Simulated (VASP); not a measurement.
Wanted: the native input for a VASP 6.6.1 run.

* Task: single point
* Functional: PBE
* Dispersion: D3(BJ)
* Potentials or basis: VASP PAW PBE potentials, release 64 (Se, Sn_d)
* Cutoff: 520 eV
* k mesh: 3 × 3 × 1
* Occupations: gaussian, width 0.05 eV
* Spin: no spin polarisation
* Dipole correction: yes
* Further INCAR settings: ALGO = Normal; EDIFF = 1e-07; NBANDS = 64

The structure of SnSe2 lies in POSCAR:

```
SnSe2
1.0
    7.6780971922      0.0000000000      0.0000000000
   -3.8390485961      6.6494272212      0.0000000000
    0.0000000000      0.0000000000     23.8656039997
Se Sn
8 4
Direct
    0.3333333333      0.1666666667      0.3352104560
    0.3333333333      0.6666666667      0.3352104560
    0.8333333333      0.1666666667      0.3352104560
    0.8333333333      0.6666666667      0.3352104560
    0.1659589030      0.3341158435      0.4685928068
    0.1658989691      0.8320070798      0.4685782154
    0.6680932919      0.3340871286      0.4685889315
    0.6666320731      0.8333839477      0.4692143189
   -0.0004689044     -0.0001624013      0.4022282452
   -0.0000137541      0.5000045760      0.4013984820
    0.5002241324     -0.0001872563      0.4022385617
    0.5002065708      0.5004650443      0.4022401307
```

The input as run:

INCAR

```
SYSTEM = SnSe2
ALGO = Normal
DIPOL = 0.5 0.5 0.402
EDIFF = 1E-7
ENCUT = 520
GGA = PE
IDIPOL = 3
ISIF = 2
ISMEAR = 0
IVDW = 12
LASPH = .TRUE.
LCHARG = .FALSE.
LDIPOL = .TRUE.
LREAL = .FALSE.
LWAVE = .FALSE.
NBANDS = 64
NELM = 100
PREC = Accurate
SIGMA = 0.05
```

KPOINTS

```
k-points
0
G
  3 3 1
  0 0 0
```

Potentials or basis: VASP PAW PBE potentials, release 64 (Se, Sn_d).

The run is started by

```sh
$ cat potpaw_PBE.64/Se/POTCAR potpaw_PBE.64/Sn_d/POTCAR > POTCAR
$ mpirun -np 1 vasp_std > vasp.out
```

Results of the run:

| Quantity | Value |
| --- | --- |
| Largest force | 0.063 eV/Å |
| Band gap on the k mesh | 0.78 eV |
| Dispersion energy per atom | -0.251 eV |

Caveat: spin-orbit coupling is left out, which moves the levels of the heavy elements.

It took 20 min on 1 thread of Oxide Virtual Turin-like Processor, with other jobs on the host, peak memory 1.2 GiB.
